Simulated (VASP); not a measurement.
Set up this calculation in VASP 6.6.1, as the native input.

- Task: relaxation of shape and atoms at fixed volume
- Functional: PBE
- Potentials or basis: VASP PAW PBE potentials, release 64 (Au)
- Cutoff: 600 eV
- k mesh: 15 × 15 × 8
- Occupations: fermi-dirac, width 0.08 eV
- Spin: no spin polarisation
- Dipole correction: no
- Further INCAR settings: ALGO = Normal; EDIFF = 1e-06; IBRION = 2; EDIFFG = -0.005; NSW = 50; ISIF = 4

The structure of Au lies in POSCAR:

```
Au
1.0
    2.8623580284      0.0000000000      0.0000000000
   -1.4311790142      2.4788747674      0.0000000000
    0.0000000000      0.0000000000      4.8186331950
Au
2
Direct
    0.3333333333      0.6666666667      0.2500000000
    0.6666666667      0.3333333333      0.7500000000
```

This isn't the form of Au at room conditions, which is fcc.

The input as run:

INCAR

```
PREC = Accurate
ENCUT = 600
EDIFF = 1E-6
ISMEAR = -1
SIGMA = 0.08
LREAL = F
LASPH = T
NELM = 80
ALGO = Normal
ISIF = 4
LWAVE = F
LCHARG = F
GGA = PE
IBRION = 2
NSW = 50
EDIFFG = -0.005
```

KPOINTS

```
regular mesh
0
Gamma
  15 15 8
```

Potentials or basis: VASP PAW PBE potentials, release 64 (Au).

Launch:

```sh
$ cat potpaw_PBE.64/Au/POTCAR > POTCAR
$ mpirun -np 1 vasp_std > vasp.out
```

Results of the run:

```yaml
Energy_gained_by_relaxing: 0.1 meV/atom
Ionic_steps: 3
Pressure_after_relaxing: 8.0 GPa
Band_gap_on_the_k_mesh: zero (bands 11 and 12 overlap by 6.96 eV)
```

Caveat: spin-orbit coupling is left out, which moves the levels of the heavy elements.

Wall time 120 s on 1 thread of Intel Xeon 8259CL, on a shared host, peak memory 0.22 GiB.
